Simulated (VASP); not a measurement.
# Cs (Im-3m) in VASP: a series of runs, part 2 of 2

VASP 6.6.1. Earlier steps stand in the parts before.

### 3 Electric field gradients, LDA (volume scaled by 1.04)

Input file INCAR:

```
SYSTEM = Cs
PREC = Accurate
ENCUT = 520
EDIFF = 1E-8
ISMEAR = -1
SIGMA = 0.05
LREAL = .False.
LASPH = .True.
NELM = 60
ALGO = Normal
ISIF = 2
LWAVE = .False.
LCHARG = .False.
LEFG = .True.
NBANDS = 10
```

Input file KPOINTS:

```
Automatic mesh
0
Gamma
  9 9 9
  0 0 0
```

Input file POSCAR:

```
Cs
1.0
   -3.0622742980      3.0622742980      3.0622742980
    3.0622742980     -3.0622742980      3.0622742980
    3.0622742980      3.0622742980     -3.0622742980
Cs
1
Direct
    0.0000000000      0.0000000000      0.0000000000
```

Potentials or basis: VASP PAW LDA potentials, release 64 (Cs_sv).

Run with:

```sh
$ cat potpaw_LDA.64/Cs_sv/POTCAR > POTCAR
$ mpirun -np 1 vasp_std > vasp.out
```

OUTCAR:

```text
SYSTEM = Cs
   PREC = Accurate
   ENCUT = 520
   EDIFF = 1E-8
   ISMEAR = -1
   LREAL = .False.
   LASPH = .True.
   NELM = 60
   ISIF = 2

 ion  position               nearest neighbor table
   1  0.000  0.000  0.000-

  LATTYP: Found a body centered cubic cell.
 ALAT       =     6.1245485960

  Lattice vectors:

 A1 = (  -3.0622742980,   3.0622742980,   3.0622742980)
 A2 = (   3.0622742980,  -3.0622742980,   3.0622742980)
 A3 = (   3.0622742980,   3.0622742980,  -3.0622742980)

Analysis of symmetry for initial positions (statically):
=====================================================================
 Subroutine PRICEL returns:
 Original cell was already a primitive cell.

 Routine SETGRP: Setting up the symmetry group for a
 body centered cubic supercell.

 Subroutine GETGRP returns: Found 48 space group operations
[... 9 lines left out ...]

 Routine SETGRP: Setting up the symmetry group for a
 body centered cubic supercell.

 Subroutine GETGRP returns: Found 48 space group operations
[... 11 lines left out ...]
                                     Primitive cell

  volume of cell :     114.8662

  direct lattice vectors                    reciprocal lattice vectors
    -3.062274298  3.062274298  3.062274298     0.000000000  0.163277339  0.163277339
     3.062274298 -3.062274298  3.062274298     0.163277339  0.000000000  0.163277339
     3.062274298  3.062274298 -3.062274298     0.163277339  0.163277339  0.000000000

  length of vectors
     5.304014671  5.304014671  5.304014671     0.230909028  0.230909028  0.230909028

  position of ions in fractional coordinates (direct lattice)
     0.000000000  0.000000000  0.000000000

  ion indices of the primitive-cell ions
   primitive index   ion index
                 1           1

----------------------------------------------------------------------------------------

 KPOINTS: Automatic mesh

Automatic generation of k-mesh.
 Grid dimensions read from file:
 generate k-points for:    9    9    9

 Generating k-lattice:

  Cartesian coordinates                     Fractional coordinates (reciprocal lattice)
     0.000000000  0.018141927  0.018141927     0.111111111  0.000000000  0.000000000
     0.018141927  0.000000000  0.018141927     0.000000000  0.111111111  0.000000000
     0.018141927  0.018141927  0.000000000     0.000000000  0.000000000  0.111111111

  Length of vectors
     0.025656559  0.025656559  0.025656559

  Shift w.r.t. Gamma in fractional coordinates (k-lattice)
     0.000000000  0.000000000  0.000000000

 Subroutine IBZKPT returns following result:
 ===========================================

 Found     35 irreducible k-points:

 Following reciprocal coordinates:
            Coordinates               Weight
  0.000000  0.000000  0.000000      1.000000
  0.111111  0.000000  0.000000     12.000000
  0.222222  0.000000  0.000000     12.000000
  0.333333  0.000000  0.000000     12.000000
  0.444444  0.000000  0.000000     12.000000
  0.111111  0.111111  0.000000     24.000000
[... 16 lines left out ...]
 -0.333333  0.444444  0.111111     48.000000
 -0.444444 -0.444444  0.111111     24.000000
 [... further k-points ...]
   k-points           NKPTS =     35   k-points in BZ     NKDIM =     35   number of bands    NBANDS=     10
[... 17 lines left out ...]
   EDIFF  = 0.1E-07   stopping-criterion for ELM
   LREAL  =      F    real-space projection
   EDIFFG = 0.1E-06   stopping-criterion for IOM
   NSW    =      0    number of steps for IOM
   IBRION =     -1    ionic relax: 0-MD 1-quasi-New 2-CG
   NFREE  =      0    steps in history (QN), initial steepest desc. (CG)
   ISIF   =      2    stress and relaxation
   ISYM   =      2    0-nonsym 1-usesym 2-fastsym
   POTIM  = 0.5000    time-step for ionic-motion
   TEBEG  =    0.0;   TEEND  =   0.0 temperature during run
   PSTRESS=    0.0 pullay stress
   NELECT =       9.0000    total number of electrons
   NUPDOWN=      -1.0000    fix difference up-down
   EMIN   =  10.00;   EMAX   =-10.00  energy-range for DOS
[... 5 lines left out ...]
     AMIX     =   0.40;   BMIX     =  1.00
     AMIX_MAG =   1.60;   BMIX_MAG =  1.00
  volume/ion in A,a.u.               =     114.87       775.16
  Fermi-wavevector in a.u.,A,eV,Ry     =   0.700527  1.323804  6.676898  0.490738
  Thomas-Fermi vector in A             =   1.784705
   LORBIT       =      0    0 simple, 1 ext, 2 COOP (PROOUT), +10 PAW based schemes
   GGA     = CA    functional components
   LHFCALC =     F    Hartree Fock is set to
   AEXX    =    0.0000 exact exchange contribution
   IVDW    =     0    specifies the selected vdW correction
   LEPSILON=     F    determine dielectric tensor
   LRPA    =     F    only Hartree local field effects (RPA)
 non-spin polarized calculation
  energy-cutoff  :      520.00
  volume of cell :      114.87
 maximum number of plane-waves:      3117
   NGX = 19   NGY = 19   NGZ = 19

 number of electron       9.0000001 magnetization

 Free energy of the ion-electron system (eV)
  ---------------------------------------------------
  ext. energy  EPLUGINS =         0.00000000
  ---------------------------------------------------
  free energy    TOTEN  =        -0.97721479 eV

  energy without entropy =       -0.96725249  energy(sigma->0) =       -0.97223364

 E-fermi :   0.2897     XC(G=0):  -5.5469

 val. band max:        0.2849806025   @ k =  -0.3333   0.4444   0.1111
 cond. band min:       0.3363961310   @ k =  -0.4444   0.4444   0.1111
 fundamental gap:      0.0514155285
 Fermi energy:         0.2896520823

 k-point     1 :       0.0000    0.0000    0.0000
  band No.  band energies     occupation
      1     -23.5366      2.00000
      2     -10.2714      2.00000
      3     -10.2714      2.00000
      4     -10.2714      2.00000
      5      -1.3965      2.00000
      6       2.7074      0.00000
      7       2.7074      0.00000
      8       2.7074      0.00000
      9       3.6004      0.00000
     10       3.6004      0.00000
[... 287 lines left out ...]
 k-point    24 :      -0.4444   -0.4444    0.1111
  band No.  band energies     occupation
      1     -23.5284      2.00000
      2     -10.3989      2.00000
      3     -10.3397      2.00000
      4     -10.2940      2.00000
      5       0.6804      0.00081
      6       1.1551      0.00000
      7       1.8794      0.00000
      8       2.8635      0.00000
      9       3.8329      0.00000
     10       4.5201      0.00000

 [... further k-points ...]
[... 5 lines left out ...]
  --------------------------------------------------------------------------------------
  -------------------------------------------------------------------------------------
  Total       -0.2441379     -0.2441379     -0.2441379     -0.0000000     -0.0000000     -0.0000000
  in kB       -3.4052855     -3.4052855     -3.4052855     -0.0000000     -0.0000000     -0.0000000
  external PRESSURE =      -3.4052855 kB  Pullay stress =       0.0000000 kB

 VOLUME and BASIS-vectors are now :
 -----------------------------------------------------------------------------
  energy-cutoff  :      520.00
  volume of cell :      114.87
      direct lattice vectors                 reciprocal lattice vectors
    -3.062274298  3.062274298  3.062274298     0.000000000  0.163277339  0.163277339
     3.062274298 -3.062274298  3.062274298     0.163277339  0.000000000  0.163277339
     3.062274298  3.062274298 -3.062274298     0.163277339  0.163277339  0.000000000

 POSITION                                       TOTAL-FORCE (eV/Angst)
 -----------------------------------------------------------------------------------
      0.00000      0.00000      0.00000        -0.000000      0.000000     -0.000000
 -----------------------------------------------------------------------------------
    total drift:                                0.000000      0.000000      0.000000

  FREE ENERGIE OF THE ION-ELECTRON SYSTEM (eV)
  ---------------------------------------------------
  free  energy   TOTEN  =        -0.9772147912 eV

  energy  without entropy=       -0.9672524863  energy(sigma->0) =       -0.97223364

 Electric field gradients (V/A^2)
---------------------------------------------------------------------
 ion       V_xx      V_yy      V_zz      V_xy      V_xz      V_yz
---------------------------------------------------------------------
   1      -0.000    -0.000    -0.000    -0.000    -0.000    -0.000
---------------------------------------------------------------------

 Electric field gradients after diagonalization (V/A^2)
 (convention: |V_zz| > |V_xx| > |V_yy|)
----------------------------------------------------------------------
 ion       V_xx      V_yy      V_zz     asymmetry (V_yy - V_xx)/ V_zz
----------------------------------------------------------------------
   1       0.000     0.000    -0.000       0.000
----------------------------------------------------------------------

           NMR quadrupolar parameters

 Cq : quadrupolar parameter    Cq=e*Q*V_zz/h
 eta: asymmetry parameters     (V_yy - V_xx)/ V_zz
 Q  : nuclear electric quadrupole moment in mb (millibarn)
----------------------------------------------------------------------
 ion       Cq(MHz)       eta       Q (mb)
----------------------------------------------------------------------
   1      -0.000       0.000       1.000
----------------------------------------------------------------------
```

OSZICAR:

```text
N       E                     dE             d eps       ncg     rms          rms(c)
DAV:   1     0.508378091990E+02    0.50838E+02   -0.29599E+03   700   0.630E+02
DAV:   2     0.437458353404E+01   -0.46463E+02   -0.45414E+02   880   0.107E+02
DAV:   3    -0.896954420982E+00   -0.52715E+01   -0.52643E+01   810   0.410E+01
DAV:   4    -0.977224587652E+00   -0.80270E-01   -0.80258E-01   862   0.612E+00
DAV:   5    -0.977679202554E+00   -0.45461E-03   -0.45460E-03   968   0.432E-01    0.127E-01
DAV:   6    -0.977152947967E+00    0.52625E-03   -0.13320E-03   904   0.163E-01    0.832E-02
DAV:   7    -0.977175542846E+00   -0.22595E-04   -0.24000E-03   908   0.218E-01    0.349E-02
DAV:   8    -0.977213867557E+00   -0.38325E-04   -0.69253E-05   808   0.513E-02    0.399E-03
DAV:   9    -0.977214658002E+00   -0.79045E-06   -0.18673E-06   994   0.680E-03    0.213E-03
DAV:  10    -0.977214788448E+00   -0.13045E-06   -0.39695E-07   814   0.302E-03    0.370E-04
DAV:  11    -0.977214791226E+00   -0.27786E-08   -0.95518E-09   768   0.516E-04
   1 F= -.97721479E+00 E0= -.97223364E+00  d E =-.996230E-02
```

stdout:

```text
POSCAR found type information on POSCAR Cs
 POSCAR found :  1 types and       1 ions
 scaLAPACK will be used
 LDA part: xc-table for (Slater(with rela. corr.)+CA(PZ))
 , standard interpolation
 POSCAR, INCAR and KPOINTS ok, starting setup
 FFT: planning ... GRIDC
 FFT: planning ... GRID_SOFT
 FFT: planning ... GRID
 WAVECAR not read
 entering main loop
ion   1
```

Run time: 12 s. Hardware: 1 thread of AMD EPYC 9R45 (Zen 5), shared host; peak memory 0.17 GiB.

Results:

```yaml
Free_energy: -0.9772 eV
Pressure: -0.3 GPa
```

Levels at points of the mesh, in eV from the Fermi level:
| k point | band 3 | band 4 | band 5 | band 6 | band 7 | band 8 |
| --- | --- | --- | --- | --- | --- | --- |
| (0.00, 0.00, 0.00) | -10.56 | -10.56 | -1.69 | 2.42 | 2.42 | 2.42 |

Caveat: without QUAD_EFG the Cq values of the log hold for a quadrupole moment of 1 mb, not for the nuclei; spin-orbit coupling is left out, which moves the levels of the heavy elements.
